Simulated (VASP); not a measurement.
Write the native input for VASP 6.6.1 that does the following.

| Item | Value |
| --- | --- |
| Task | single point |
| Functional | PBE |
| Potentials or basis | VASP PAW PBE potentials, release 64 (Cd, Se) |
| Cutoff | 520 eV |
| k mesh | 13 × 13 × 13 |
| Occupations | fermi-dirac, width 0.05 eV |
| Spin | no spin polarisation |
| Dipole correction | no |
| Further INCAR settings | ALGO = Normal; EDIFF = 1e-07; NBANDS = 16 |

The structure of CdSe (zincblende type) lies in POSCAR:

```
CdSe
1.0
    0.0000000000      2.5766273740      2.5766273740
    2.5766273740      0.0000000000      2.5766273740
    2.5766273740      2.5766273740      0.0000000000
Cd Se
1 1
Direct
    0.0000000000      0.0000000000      0.0000000000
    0.2500000000      0.2500000000      0.2500000000
```

These files were run (other wordings do the same):

INCAR

```
SYSTEM = CdSe
PREC     = Accurate       ! precision mode
ENCUT    = 520            ! plane-wave cutoff, eV
EDIFF    = 1E-7           ! SCF threshold, eV
ISMEAR   = -1             ! smearing method
SIGMA    = 0.05           ! smearing width, eV
LREAL    = .False.        ! projectors in reciprocal space
LASPH    = .True.         ! aspherical terms in the spheres
NELM     = 80             ! most SCF steps
ALGO     = Normal         ! electronic algorithm
ISIF     = 2              ! what is computed and relaxed
LWAVE    = .False.        ! write WAVECAR
LCHARG   = .False.        ! write CHGCAR
GGA      = PE             ! functional
NBANDS   = 16             ! bands
```

KPOINTS

```
Automatic mesh
0
Gamma
  13 13 13
  0 0 0
```

Potentials or basis: VASP PAW PBE potentials, release 64 (Cd, Se).

Command:

```console
$ cat potpaw_PBE.64/Cd/POTCAR potpaw_PBE.64/Se/POTCAR > POTCAR
$ mpirun -np 1 vasp_std > vasp.out
```

It gave:

* Pressure: 92.5 GPa
* Band gap on the k mesh: 1.42 eV, direct

Wall time 28 s on 1 thread of AMD EPYC 9R45 96-Core Processor (Zen 5), with other jobs on the host, peak memory 0.16 GiB.
